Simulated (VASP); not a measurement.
## C: single point with PBE+D3(BJ)

The system is C.

```xyz
2
Lattice="1.2325 0.7116 3.3609 -1.2325 0.7116 3.3609 0.0000 -1.4231 3.3609" Properties=species:S:1:pos:R:3 pbc="T T T"
C     0.0000    0.0000    1.6323
C     0.0000    0.0000    8.4506
```

This cell differs from its parent crystal: mode 4 frozen in at -0.048 Å and mode 6 at +0.000 Å (largest displacements).

| Quantity | Value |
| --- | --- |
| Program | VASP 6.6.1 |
| Task | single point |
| Functional | PBE |
| Dispersion | D3(BJ) |
| Potentials or basis | VASP PAW PBE potentials, release 64 (C) |
| Cutoff | 520 eV |
| k mesh | 15 × 15 × 15 |
| Occupations | gaussian, width 0.05 eV |
| Spin | no spin polarisation |
| Dipole correction | no |
| Further INCAR settings | ALGO = Normal; EDIFF = 1e-07; NBANDS = 11 |

```yaml
Pressure: -0.1 GPa
Largest_force: 1.570 eV/Å
Band_gap_on_the_k_mesh: 0.81 eV, direct
Dispersion_energy_per_atom: -0.156 eV
```

Forces on the atoms (eV/Å):
```
C    0.000  0.000  1.570
C    0.000  0.000 -1.570
```

Stress tensor (GPa, compression positive):
```
 0.70  0.00  0.00
 0.00  0.70  0.00
 0.00  0.00 -1.70
```

Levels at points of the mesh, in eV from the valence-band top:
| k point | band 1 | band 2 | band 3 | band 4 | band 5 | band 6 | band 7 | band 8 |
| --- | --- | --- | --- | --- | --- | --- | --- | --- |
| (0.00, 0.00, 0.00) | -19.21 | -6.10 | -2.50 | -2.50 | 4.47 | 8.78 | 8.78 | 11.92 |

Run time: 75 s on 1 thread of AMD EPYC 7R13 (shared host), peak memory 0.2 GiB.

Caveat: the cell differs from its parent crystal (mode 4 frozen in at -0.048 Å and mode 6 at +0.000 Å (largest displacements)); forces of over 1 eV/Å act on the atoms, so gaps and moduli don't describe the material at rest. A k mesh can miss the band edges.
